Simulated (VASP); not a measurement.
Wanted: the native input for a VASP 6.6.1 run.

```
Task                   : single point
Functional             : PBE
Potentials or basis    : VASP PAW PBE potentials, release 64 (K_sv, Cd, C, O, F)
Cutoff                 : 520 eV
k mesh                 : 2 × 2 × 1
Occupations            : fermi-dirac, width 0.002 eV
Spin                   : no spin polarisation
Dipole correction      : no
Further INCAR settings : ALGO = Normal; EDIFF = 1e-07; NBANDS = 63
```

The structure of KCdCO3F lies in POSCAR:

```
KCdCO3F
1.0
    5.2375980000      0.0000000000      0.0000000000
   -2.6187990000      4.5358930000      0.0000000000
    0.0000000000      0.0000000000      9.0229200000
K Cd C O F
2 2 2 6 2
Direct
    0.6762407414      0.3693208812      0.5100455285
    0.5579727599      0.3327238980     -0.0175220439
   -0.0899940580     -0.1046100514      0.2563250034
   -0.0244783421     -0.0258163056      0.7147353628
    0.2429059270      0.5504979946      0.2112619861
    0.3184899561      0.6645879874      0.7605852651
    0.3579649343      0.8234982615      0.1963222549
    0.4374154395      0.4597551133      0.2323970511
   -0.0355649570      0.3801456516      0.2095441387
    0.0498687694      0.6134844892      0.7565400114
    0.3793039507      0.4621361218      0.7490812287
    0.5474181816      0.9461422481      0.7419549325
    0.0738002266      0.1396196956      0.4626551050
   -0.1161927443     -0.0723121114     -0.0435557447
```

The input as run:

INCAR

```
SYSTEM = KCdCO3F
  PREC = Accurate
  ENCUT = 520
  EDIFF = 1E-7
  ISMEAR = -1
  SIGMA = 0.002
  LREAL = .FALSE.
  LASPH = .TRUE.
  NELM = 100
  ALGO = Normal
  ISIF = 2
  LWAVE = .FALSE.
  LCHARG = .FALSE.
  GGA = PE
  NBANDS = 63
```

KPOINTS

```
Automatic mesh
0
G
  2 2 1
  0 0 0
```

Potentials or basis: VASP PAW PBE potentials, release 64 (K_sv, Cd, C, O, F).

Launch:

```sh
$ cat potpaw_PBE.64/K_sv/POTCAR potpaw_PBE.64/Cd/POTCAR potpaw_PBE.64/C/POTCAR potpaw_PBE.64/O/POTCAR potpaw_PBE.64/F/POTCAR > POTCAR
$ mpirun -np 1 vasp_std > vasp.out
```

It gave:

```json
{
 "Pressure": "1.5 GPa",
 "Largest force": "3.967 eV/Å",
 "Band gap on the k mesh": "1.56 eV, indirect (least direct gap 1.65 eV)"
}
```

Caveat: the k points lie up to 0.70 Å⁻¹ apart; forces of over 1 eV/Å act on the atoms, so gaps and moduli don't describe the material at rest.

Wall time 60 s on 1 thread of Intel(R) Xeon(R) Platinum 8488C (Sapphire Rapids), with other jobs on the host, peak memory 0.35 GiB.
